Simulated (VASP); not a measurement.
Here is a VASP 6.6.1 calculation.

Contents of INCAR:

```
PREC     = Accurate       # precision mode
ENCUT    = 520            # plane-wave cutoff, eV
EDIFF    = 1E-6           # SCF threshold, eV
ISMEAR   = -1             # smearing method
SIGMA    = 0.03           # smearing width, eV
LREAL    = F              # projectors in reciprocal space
LASPH    = T              # aspherical terms in the spheres
NELM     = 100            # most SCF steps
ALGO     = Normal         # electronic algorithm
ISIF     = 2              # what is computed and relaxed
LWAVE    = F              # write WAVECAR
LCHARG   = F              # write CHGCAR
GGA      = PS             # functional
NBANDS   = 15             # bands
```

The input KPOINTS:

```
Automatic mesh
0
Gamma
  7 7 7
```

POSCAR

```
KCl
1.0
    0.0000000000      3.2180000288      3.2180000288
    3.2180000288      0.0000000000      3.2180000288
    3.2180000288      3.2180000288      0.0000000000
K Cl
1 1
Direct
    0.0000000000      0.0000000000      0.0000000000
    0.5000000000      0.5000000000      0.5000000000
```

Potentials or basis: VASP PAW PBE potentials, release 64 (K_sv, Cl).

The run is started by

```bash
$ cat potpaw_PBE.64/K_sv/POTCAR potpaw_PBE.64/Cl/POTCAR > POTCAR
$ mpirun -np 1 vasp_std > vasp.out
```

(1) What does it give for the pressure?

(2) Predict the band gap on the k mesh.

## Answers

(1) -1.3 GPa.

(2) 4.82 eV, direct.

Caveat: the PAW data sets were made with another functional, which shifts forces and pressure a little.
